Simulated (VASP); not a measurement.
Wanted: the native input for a VASP 6.6.1 run.

```
Task                   : single point
Functional             : PBEsol
Potentials or basis    : VASP PAW PBE potentials, release 64 (Fe)
Cutoff                 : 520 eV
k mesh                 : 24 × 24 × 24
Occupations            : gaussian, width 0.15 eV
Spin                   : collinear spin, ferromagnetic start
Starting moments       : [2.64] μB
Dipole correction      : no
Further INCAR settings : ALGO = Normal; EDIFF = 1e-07; NBANDS = 14
```

The structure of Fe lies in POSCAR:

```
Fe
1.0
   -1.3238800000      1.3238800000      1.5541200000
    1.3238800000     -1.3238800000      1.5541200000
    1.3238800000      1.3238800000     -1.5541200000
Fe
1
Direct
    0.0000000000      0.0000000000      0.0000000000
```

This cell differs from its parent crystal: strain -0.080 along x and y, +0.080 along z.

These files were run (other wordings do the same):

INCAR

```
ALGO = Normal ; EDIFF = 1E-7
ENCUT = 520 ; GGA = PS
ISIF = 2 ; ISMEAR = 0
ISPIN = 2 ; LASPH = True
LCHARG = True ; LELF = True
LMAXMIX = 4 ; LORBIT = 11
LREAL = False ; LVHAR = True
LWAVE = False ; MAGMOM = 2.64
NBANDS = 14 ; NELM = 150
PREC = Accurate ; SIGMA = 0.15
```

KPOINTS

```
k-points
0
Gamma
  24 24 24
```

Potentials or basis: VASP PAW PBE potentials, release 64 (Fe).

Run with:

```sh
$ cat potpaw_PBE.64/Fe/POTCAR > POTCAR
$ mpirun -np 1 vasp_std > vasp.out
```

It gave:

```json
{"Pressure": "1.0 GPa", "Net moment": "2.16 μB per cell", "Site moments": "Fe +2.14 μB", "Valence electrons inside the program's atomic spheres": "Fe 7.37"}
```

Caveat: the cell differs from its parent crystal (strain -0.080 along x and y, +0.080 along z); the stress differs along the axes, from -9 to 6 GPa; the PAW data sets were made with another functional, which shifts forces and pressure a little.

Wall time 7 min on 1 thread of Oxide Virtual Turin-like Processor (shared host), peak memory 0.3 GiB.
